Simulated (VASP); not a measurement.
Runs of VASP 6.6.1 on Sb. The structure is that of space group Fd-3m (No. 227), or close to it. The cells are those of the table. 

| cell | k mesh | gap on the mesh (eV) | pressure (GPa) |
| --- | --- | --- | --- |
| a = 5.195 Å, angles 60.0°, 2 atoms | 9 × 9 × 9 | none | -1.7 |
| a = 4.852 Å, angles 60.0°, 2 atoms | 9 × 9 × 9 | none | (b) |
| a = 4.995 Å, angles 60.0°, 2 atoms | 9 × 9 × 9 | none | 1.3 |
| a = 5.063 Å, angles 60.0°, 2 atoms | 13 × 13 × 13 | none | 0.1 |
| a = 4.924 Å, angles 60.0°, 2 atoms | 9 × 9 × 9 | none | (a) |
| a = 5.063 Å, angles 60.0°, 2 atoms | 9 × 9 × 9 | none | 0.1 |
| a = 5.130 Å, angles 60.0°, 2 atoms | 9 × 9 × 9 | none | -0.9 |
| a = 5.258 Å, angles 60.0°, 2 atoms | 9 × 9 × 9 | none | -2.4 |

Alike in all rows: task single point; level BLYP; potentials or basis VASP PAW PBE potentials, release 64 (Sb); no spin polarisation; cutoff (eV) 520; smearing fermi-dirac 0.1 eV.

Estimate the missing entries.

(a) 2.8; (b) 4.7.

Caveats: the PAW data sets were made with another functional, which shifts forces and pressure a little; spin-orbit coupling is left out, which moves the levels of the heavy elements.

A k mesh can miss the band edges, and the runs leave out spin-orbit coupling on Sb.

A gap of «none» marks levels without a gap at the run's occupations.
